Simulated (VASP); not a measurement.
AlNi3:

```
Al Ni
1.0
     0.00000    2.65438    2.65438
     2.65438    0.00000    2.65438
     2.65438    2.65438    0.00000
Al Ni
1 3
Direct
  0.50000 0.50000 0.50000
  0.25000 0.25000 0.25000
  0.00000 0.00000 0.00000
  0.75000 0.75000 0.75000
```

Base run:

| Item | Value |
| --- | --- |
| Program | VASP 6.6.1 |
| Functional | PBE |
| Potentials or basis | VASP PAW PBE potentials, release 64 (Al, Ni) |
| Cutoff | 520 eV |
| k mesh | 14 × 14 × 14 |
| Occupations | gaussian, width 0.15 eV |
| Spin | collinear spin, ferromagnetic start |
| Starting moments | [0.0, 0.75, 0.75, 0.75] μB |
| Fixed moment | 2.25 μB |

Its results: pressure 61.9 GPa; site moments Al +0.04; Ni +0.66, +0.79 (each value once) μB.

Task: The run is repeated on the same cell with these changes: fixed moment from 2.25 μB to 2.625 μB; moments at the start from [0.0, 0.75, 0.75, 0.75] to [0.0, 0.88, 0.88, 0.88]. What comes out?

Result: Pressure 63.8 GPa; site moments Al +0.05; Ni +0.77, +0.90 (each value once) μB.

Caveats: the cell stands under pressure; the total moment is fixed, so each spin has its own Fermi level.
